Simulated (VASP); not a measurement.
# ZnS (R3m) in VASP: further runs

Runs on ZnS. Level: PBEsol. Tasks: single point.

Program: VASP 6.6.1. These are calculated values, not measurements. Logs are shortened: lines on timing, memory, paths and dates and some standing lists are left out, and cuts for length are marked.

### 1 The cell of the first run

Symmetry: R3m, No. 160, trigonal system. Conventional cell: a = 3.868 Å, b = 3.868 Å, c = 9.047 Å, α = 90.00°, β = 90.00°, γ = 120.00°. Within 3.0 Å of Zn (site symmetry 3m) lie 4 S at 2.26 to 2.36 Å. S (site symmetry 3m) has 4 Zn at 2.26 to 2.36 Å within 3.0 Å.

### 2 Single point, PBEsol

Contents of INCAR:

```
SYSTEM = ZnS
PREC = Accurate
ENCUT = 520
EDIFF = 1E-6
ISMEAR = 0
SIGMA = 0.02
LREAL = .FALSE.
LASPH = .TRUE.
NELM = 100
ALGO = Normal
ISIF = 2
LWAVE = .FALSE.
LCHARG = .FALSE.
GGA = PS
NBANDS = 16
```

Contents of KPOINTS:

```
Automatic mesh
0
G
  9 9 9
  0 0 0
```

Contents of POSCAR:

```
ZnS
1.0
    3.8681183703      0.0000000000      0.0000000000
   -1.9340591851      3.3498887735      0.0000000000
    1.9340591851     -1.1166295912      3.0155278574
Zn S
1 1
Direct
    0.0000000000      0.0000000000      0.0000000000
    0.7500000000      0.2500000000      0.7500000000
```

Potentials or basis: VASP PAW PBE potentials, release 64 (Zn, S).

Command:

```sh
$ cat potpaw_PBE.64/Zn/POTCAR potpaw_PBE.64/S/POTCAR > POTCAR
$ mpirun -np 1 vasp_std > vasp.out
```

OUTCAR:

```text
SYSTEM = ZnS
   PREC = Accurate
   ENCUT = 520
   EDIFF = 1E-6
   ISMEAR = 0
   LREAL = .FALSE.
   LASPH = .TRUE.
   NELM = 100
   ISIF = 2
   GGA = PS

 ion  position               nearest neighbor table
   1  0.000  0.000  0.000-   2 2.26   2 2.36   2 2.36   2 2.36
   2  0.750  0.250  0.750-   1 2.26   1 2.36   1 2.36   1 2.36

  LATTYP: Found a trigonal (rhomboedric) cell.
 ALAT       =     3.7524465132
 COS(alpha) =     0.4686991698

  Lattice vectors:

 A1 = (   0.0000000000,   2.2332591823,   3.0155278574)
 A2 = (  -1.9340591852,  -1.1166295912,   3.0155278574)
 A3 = (   1.9340591851,  -1.1166295912,   3.0155278574)

Analysis of symmetry for initial positions (statically):
=====================================================================
 Subroutine PRICEL returns:
 Original cell was already a primitive cell.

 Routine SETGRP: Setting up the symmetry group for a
 trigonal (rhombohedral) supercell.

 Subroutine GETGRP returns: Found  6 space group operations
 (whereof  6 operations were pure point group operations)
 out of a pool of 12 trial point group operations.

The static configuration has the point symmetry C_3v.

Analysis of symmetry for dynamics (positions and initial velocities):
=====================================================================
 Subroutine PRICEL returns:
 Original cell was already a primitive cell.

 Routine SETGRP: Setting up the symmetry group for a
 trigonal (rhombohedral) supercell.

 Subroutine GETGRP returns: Found  6 space group operations
 (whereof  6 operations were pure point group operations)
 out of a pool of 12 trial point group operations.

The dynamic configuration has the point symmetry C_3v.

 Subroutine INISYM returns: Found  6 space group operations
 (whereof  6 operations are pure point group operations),
 and found     1 'primitive' translations

----------------------------------------------------------------------------------------

                                     Primitive cell

  volume of cell :      39.0745

  direct lattice vectors                    reciprocal lattice vectors
     3.868118370  0.000000000  0.000000000     0.258523629  0.149258687 -0.110538967
    -1.934059185  3.349888774  0.000000000     0.000000000  0.298517374  0.110538967
     1.934059185 -1.116629591  3.015527857     0.000000000  0.000000000  0.331616900

  length of vectors
     3.868118370  3.868118370  3.752446513     0.318326068  0.318326068  0.331616900

  position of ions in fractional coordinates (direct lattice)
     0.000000000  0.000000000  0.000000000
[... 74 lines left out ...]
   LSORBIT =      F    spin-orbit coupling
   LASPH  =      T    aspherical Exc in radial PAW
   ENCUT  =  520.0 eV  38.22 Ry    6.18 a.u.   7.19  7.19  6.98*2*pi/ulx,y,z
   NELM   =    100;   NELMIN=  2; NELMDL= -5     # of ELM steps
   EDIFF  = 0.1E-05   stopping-criterion for ELM
   LREAL  =      F    real-space projection
   EDIFFG = 0.1E-04   stopping-criterion for IOM
   NSW    =      0    number of steps for IOM
   IBRION =     -1    ionic relax: 0-MD 1-quasi-New 2-CG
   NFREE  =      0    steps in history (QN), initial steepest desc. (CG)
   ISIF   =      2    stress and relaxation
   ISYM   =      2    0-nonsym 1-usesym 2-fastsym
   POTIM  = 0.5000    time-step for ionic-motion
   TEBEG  =    0.0;   TEEND  =   0.0 temperature during run
   PSTRESS=    0.0 pullay stress
   NELECT =      18.0000    total number of electrons
   NUPDOWN=      -1.0000    fix difference up-down
   EMIN   =  10.00;   EMAX   =-10.00  energy-range for DOS
   EFERMI =   0.00;   METHOD = LEGACY
   ISMEAR =     0;   SIGMA  =   0.02  broadening in eV -4-tet -1-fermi 0-gaus
   EFERMI_NEDOS =   21; number of points for ismear=-14 and -15
   IALGO  =     38    algorithm
   IMIX   =      4    mixing-type and parameters
     AMIX     =   0.40;   BMIX     =  1.00
     AMIX_MAG =   1.60;   BMIX_MAG =  1.00
  volume/ion in A,a.u.               =      19.54       131.84
  Fermi-wavevector in a.u.,A,eV,Ry     =   1.264352  2.389278 21.750066  1.598585
  Thomas-Fermi vector in A             =   2.397661
   LORBIT       =      0    0 simple, 1 ext, 2 COOP (PROOUT), +10 PAW based schemes
   GGA     = PS    functional components
   LHFCALC =     F    Hartree Fock is set to
   AEXX    =    0.0000 exact exchange contribution
   IVDW    =     0    specifies the selected vdW correction
   LEPSILON=     F    determine dielectric tensor
   LRPA    =     F    only Hartree local field effects (RPA)
 non-spin polarized calculation
 Gauss-broadening in eV      SIGMA  =   0.02
  energy-cutoff  :      520.00
  volume of cell :       39.07
 maximum number of plane-waves:      1069
 NGX is ok and might be reduce to    30
   NGX = 15   NGY = 15   NGZ = 13

 number of electron      18.0000001 magnetization

 Free energy of the ion-electron system (eV)
  ---------------------------------------------------
  ext. energy  EPLUGINS =         0.00000000
  ---------------------------------------------------
  free energy    TOTEN  =        -7.56186126 eV

  energy without entropy =       -7.56186126  energy(sigma->0) =       -7.56186126

 E-fermi :   2.2948     XC(G=0):  -9.8945

 val. band max:        2.1957528100   @ k =   0.0000   0.0000   0.0000
 cond. band min:       4.0983553345   @ k =   0.0000   0.0000   0.0000
 fundamental gap:      1.9026025245
 Fermi energy:         2.2947663597

 k-point     1 :       0.0000    0.0000    0.0000
  band No.  band energies     occupation
      1     -11.1253      2.00000
      2      -4.3399      2.00000
      3      -4.3019      2.00000
      4      -4.3019      2.00000
      5      -3.8019      2.00000
      6      -3.8019      2.00000
[... 433 lines left out ...]
      3      -4.0079      2.00000
      4      -3.9290      2.00000
      5      -3.7341      2.00000
      6      -3.5381      2.00000
[... 8 lines left out ...]
     15      15.6001      0.00000
     16      16.7869      0.00000

 [... further k-points ...]
[... 5 lines left out ...]
  --------------------------------------------------------------------------------------
  -------------------------------------------------------------------------------------
  Total       -0.7513918     -0.7513918      0.9228239     -0.0000000     -0.0000000     -0.0000000
  in kB      -30.8094231    -30.8094231     37.8386740     -0.0000000     -0.0000000     -0.0000000
  external PRESSURE =      -7.9267240 kB  Pullay stress =       0.0000000 kB

 VOLUME and BASIS-vectors are now :
 -----------------------------------------------------------------------------
  energy-cutoff  :      520.00
  volume of cell :       39.07
      direct lattice vectors                 reciprocal lattice vectors
     3.868118370  0.000000000  0.000000000     0.258523629  0.149258687 -0.110538967
    -1.934059185  3.349888774  0.000000000     0.000000000  0.298517374  0.110538967
     1.934059185 -1.116629591  3.015527857     0.000000000  0.000000000  0.331616900

 POSITION                                       TOTAL-FORCE (eV/Angst)
 -----------------------------------------------------------------------------------
      0.00000      0.00000      0.00000         0.000000      0.000000     -0.359625
      3.86812     -0.00000      2.26165        -0.000000     -0.000000      0.359625
 -----------------------------------------------------------------------------------
    total drift:                               -0.000014      0.000008     -0.000314

  FREE ENERGIE OF THE ION-ELECTRON SYSTEM (eV)
  ---------------------------------------------------
  free  energy   TOTEN  =        -7.5618612570 eV

  energy  without entropy=       -7.5618612570  energy(sigma->0) =       -7.56186126
```

stdout:

```text
POSCAR found type information on POSCAR ZnS
 POSCAR found :  2 types and       2 ions
 scaLAPACK will be used
 -----------------------------------------------------------------------------
|                                                                             |
|                                                                             |
|     You enforced a specific xc type in the INCAR file but a different       |
|     I HOPE YOU KNOW WHAT YOU ARE DOING!                                     |
|                                                                             |
 -----------------------------------------------------------------------------

 LDA part: xc-table for (Slater+PW92), standard interpolation
 POSCAR, INCAR and KPOINTS ok, starting setup
 FFT: planning ... GRIDC
 FFT: planning ... GRID_SOFT
 FFT: planning ... GRID
 WAVECAR not read
 entering main loop
```

Run time: 60 s. Hardware: 1 thread of Intel Xeon Platinum 8259CL at 2.50GHz (Skylake/Cascade Lake), shared host; peak memory 0.19 GiB.

Results:

```yaml
Free_energy: -7.5619 eV
Pressure: -0.8 GPa
Largest_force: 0.360 eV/Å
Band_gap_on_the_k_mesh: 1.90 eV, direct
```

Forces on the atoms (eV/Å):
```
Zn   0.000  0.000 -0.360
S    0.000  0.000  0.360
```

Caveat: the PAW data sets were made with another functional, which shifts forces and pressure a little. As with any semilocal functional, this PBEsol gap is likely too small.

### 3 Single point, PBEsol

This run uses another cell than the first one, of 19.77 Å³/atom, 1.012 times its volume.

Contents of INCAR:

```
PREC     = Accurate       # precision mode
ENCUT    = 520            # plane-wave cutoff, eV
EDIFF    = 1E-7           # SCF threshold, eV
ISMEAR   = 0              # smearing method
SIGMA    = 0.02           # smearing width, eV
LREAL    = False          # projectors in reciprocal space
LASPH    = True           # aspherical terms in the spheres
NELM     = 60             # most SCF steps
ALGO     = Normal         # electronic algorithm
ISIF     = 2              # what is computed and relaxed
LWAVE    = False          # write WAVECAR
LCHARG   = False          # write CHGCAR
GGA      = PS             # functional
NBANDS   = 16             # bands
```

Contents of KPOINTS:

```
regular mesh
0
Gamma
  9 9 9
```

Contents of POSCAR:

```
ZnS
1.0
    3.8681183703      0.0000000000      0.0000000000
   -1.9340591851      3.3498887735      0.0000000000
    1.9340591851     -1.1166295912      3.0513277166
Zn S
1 1
Direct
    0.0020215387     -0.0020215387     -0.0060646161
    0.7479784613      0.2520215387      0.7560646161
```

Potentials or basis: VASP PAW PBE potentials, release 64 (Zn, S).

Command:

```sh
$ cat potpaw_PBE.64/Zn/POTCAR potpaw_PBE.64/S/POTCAR > POTCAR
$ mpirun -np 1 vasp_std > vasp.out
```

OUTCAR:

```text
PREC = Accurate
   ENCUT = 520
   EDIFF = 1E-7
   ISMEAR = 0
   LREAL = False
   LASPH = True
   NELM = 60
   ISIF = 2
   GGA = PS

 ion  position               nearest neighbor table
   1  0.002  0.998  0.994-   2 2.33   2 2.35   2 2.35   2 2.35
   2  0.748  0.252  0.756-   1 2.33   1 2.35   1 2.35   1 2.35

  LATTYP: Found a trigonal (rhomboedric) cell.
 ALAT       =     3.7812758970
 COS(alpha) =     0.4767698239

  Lattice vectors:

 A1 = (   0.0000000000,   2.2332591823,   3.0513277166)
 A2 = (  -1.9340591852,  -1.1166295912,   3.0513277166)
 A3 = (   1.9340591851,  -1.1166295912,   3.0513277166)

Analysis of symmetry for initial positions (statically):
=====================================================================
 Subroutine PRICEL returns:
 Original cell was already a primitive cell.

 Routine SETGRP: Setting up the symmetry group for a
 trigonal (rhombohedral) supercell.

 Subroutine GETGRP returns: Found  6 space group operations
 (whereof  6 operations were pure point group operations)
 out of a pool of 12 trial point group operations.

[... 156 lines left out ...]
  ---------------------------------------------------
  ext. energy  EPLUGINS =         0.00000000
  ---------------------------------------------------
  free energy    TOTEN  =        -7.57367641 eV

  energy without entropy =       -7.57367641  energy(sigma->0) =       -7.57367641

 E-fermi :   2.1880     XC(G=0):  -9.8409

 val. band max:        2.1013038526   @ k =   0.0000   0.0000   0.0000
 cond. band min:       3.9411489770   @ k =   0.0000   0.0000   0.0000
 fundamental gap:      1.8398451244
 Fermi energy:         2.1879659763

 k-point     1 :       0.0000    0.0000    0.0000
  band No.  band energies     occupation
      1     -11.1442      2.00000
      2      -4.3742      2.00000
      3      -4.3742      2.00000
      4      -4.3538      2.00000
      5      -3.8726      2.00000
      6      -3.8726      2.00000
[... 433 lines left out ...]
      3      -4.0474      2.00000
      4      -4.0193      2.00000
      5      -3.8058      2.00000
      6      -3.6168      2.00000
[... 8 lines left out ...]
     15      15.5116      0.00000
     16      16.5968      0.00000

 [... further k-points ...]
[... 5 lines left out ...]
  --------------------------------------------------------------------------------------
  -------------------------------------------------------------------------------------
  Total       -0.7436041     -0.7436041      0.0468737     -0.0000000     -0.0000000     -0.0000000
  in kB      -30.1323730    -30.1323730      1.8994180     -0.0000000     -0.0000000     -0.0000000
  external PRESSURE =     -19.4551093 kB  Pullay stress =       0.0000000 kB

 VOLUME and BASIS-vectors are now :
 -----------------------------------------------------------------------------
  energy-cutoff  :      520.00
  volume of cell :       39.54
      direct lattice vectors                 reciprocal lattice vectors
     3.868118370  0.000000000  0.000000000     0.258523629  0.149258687 -0.109242063
    -1.934059185  3.349888774  0.000000000     0.000000000  0.298517374  0.109242063
     1.934059185 -1.116629591  3.051327717     0.000000000  0.000000000  0.327726188

 POSITION                                       TOTAL-FORCE (eV/Angst)
 -----------------------------------------------------------------------------------
      0.00000      2.23326      3.03282         0.000000      0.000000     -0.000931
      3.86812     -0.00000      2.30700        -0.000000     -0.000000      0.000931
 -----------------------------------------------------------------------------------
    total drift:                                0.000082     -0.000048      0.000671

  FREE ENERGIE OF THE ION-ELECTRON SYSTEM (eV)
  ---------------------------------------------------
  free  energy   TOTEN  =        -7.5736764123 eV

  energy  without entropy=       -7.5736764123  energy(sigma->0) =       -7.57367641
```

Run time: 70 s. Hardware: 1 thread of Intel Xeon Platinum 8259CL at 2.50GHz (Skylake/Cascade Lake), shared host; peak memory 0.19 GiB.

What came out:

* Free energy: -7.5737 eV
* Pressure: -1.9 GPa
* Band gap on the k mesh: 1.84 eV, direct

Caveat: the PAW data sets were made with another functional, which shifts forces and pressure a little. PBEsol gaps usually lie below the measured ones, often by a third to a half.
